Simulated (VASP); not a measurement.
A run of VASP 6.6.1 is set up as follows.

INCAR

```
SYSTEM = Si2Ni
ALGO     = Normal         ! electronic algorithm
EDIFF    = 1E-8           ! SCF threshold, eV
ENCUT    = 510            ! plane-wave cutoff, eV
GGA      = RE             ! functional
GGA_COMPAT= .FALSE.      
ISIF     = 2              ! what is computed and relaxed
ISMEAR   = -1             ! smearing method
ISPIN    = 2              ! spin polarisation
LASPH    = .TRUE.         ! aspherical terms in the spheres
LCHARG   = .FALSE.        ! write CHGCAR
LDAU     = .TRUE.         ! DFT+U
LDAUJ    = 0 0          
LDAUL    = 2 -1           ! shell
LDAUPRINT= 1            
LDAUTYPE = 2            
LDAUU    = 3 0            ! U, eV
LEFG     = .TRUE.       
LMAXMIX  = 4              ! l up to which the mixer works
LORBIT   = 11             ! projections on sites
LREAL    = .FALSE.        ! projectors in reciprocal space
LWAVE    = .FALSE.        ! write WAVECAR
MAGMOM   = 0 0 0          ! initial moments
NBANDS   = 24             ! bands
NELM     = 200            ! most SCF steps
PREC     = Accurate       ! precision mode
SIGMA    = 0.025          ! smearing width, eV
```

Contents of KPOINTS:

```
k-points
0
G
  9 9 9
  0 0 0
```

POSCAR

```
Si2Ni
1.0
    0.0000000000      2.7030000000      2.7030000000
    2.7030000000      0.0000000000      2.7030000000
    2.7030000000      2.7030000000      0.0000000000
Ni Si
1 2
Direct
    0.0000000000      0.0000000000      0.0000000000
    0.7500000000      0.7500000000      0.7500000000
    0.2500000000      0.2500000000      0.2500000000
```

Potentials or basis: VASP PAW PBE potentials, release 64 (Ni_sv_GW, Si).

Run with:

```sh
$ cat potpaw_PBE.64/Ni_sv_GW/POTCAR potpaw_PBE.64/Si/POTCAR > POTCAR
$ mpirun -np 1 vasp_std > vasp.out
```

(1) Predict the pressure.

(2) Estimate the net moment.

Answers

(1) 4.2 GPa.

(2) 0.00 μB per cell.

Caveat: the cell stands under pressure; no moment was typed at the start, so none could form; the PAW data sets were made with another functional, which shifts forces and pressure a little; the U is typed as a test and isn't derived for this compound.
